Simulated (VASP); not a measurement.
Zn4Se3S: single point with PBE

Crystal: Zn4Se3S.

```
Zn Se S
1.0
     3.99922    0.00000    0.00000
    -1.99961    3.46343    0.00000
     0.00000    0.00000   13.10579
Zn Se S
4 3 1
Direct
  0.00000 0.00000 0.00805
  0.00000 0.00000 0.49785
  0.33333 0.66667 0.24228
  0.66667 0.33333 0.75262
  0.00000 0.00000 0.68684
  0.33333 0.66667 0.43233
  0.66667 0.33333 0.94206
  0.00000 0.00000 0.18797
```

* Program: VASP 6.6.1
* Task: single point
* Functional: PBE
* Potentials or basis: VASP PAW PBE potentials, release 64 (Zn, Se, S)
* Cutoff: 520 eV
* k mesh: 6 × 6 × 2
* Occupations: gaussian, width 0.1 eV
* Spin: no spin polarisation
* Dipole correction: no
* Further INCAR settings: ALGO = Normal; EDIFF = 1e-07; NBANDS = 46

```yaml
Pressure: 0.2 GPa
Largest_force: 0.009 eV/Å
Band_gap_on_the_k_mesh: 1.23 eV
```

Forces in eV/Å, atoms in the order of the input:
```
Zn   0.000  0.000  0.009
Zn   0.000  0.000  0.003
Zn   0.000  0.000 -0.001
Zn   0.000  0.000  0.003
Se   0.000  0.000 -0.002
Se   0.000  0.000 -0.007
Se   0.000  0.000 -0.004
S    0.000  0.000 -0.001
```

Levels at points of the mesh, in eV from the valence-band top:
| k point | band 32 | band 33 | band 34 | band 35 | band 36 | band 37 | band 38 | band 39 | band 40 | band 41 |
| --- | --- | --- | --- | --- | --- | --- | --- | --- | --- | --- |
| (0.00, 0.00, 0.00) | -0.37 | -0.37 | -0.18 | 0.00 | 0.00 | 1.23 | 2.40 | 2.72 | 2.93 | 5.77 |
| (0.50, 0.00, 0.00) | -1.71 | -1.70 | -1.46 | -1.12 | -0.88 | 2.65 | 2.80 | 3.19 | 3.81 | 4.33 |
| (0.00, 0.00, 0.50) | -0.64 | -0.24 | -0.24 | -0.06 | -0.06 | 2.06 | 2.30 | 2.60 | 2.72 | 5.59 |
| (0.50, 0.00, 0.50) | -1.87 | -1.62 | -1.52 | -1.20 | -1.01 | 3.05 | 3.16 | 3.32 | 3.51 | 4.14 |

Run time: 85 s on 1 thread of Intel(R) Xeon(R) 6975P-C (Granite Rapids) (shared host), peak memory 0.33 GiB.
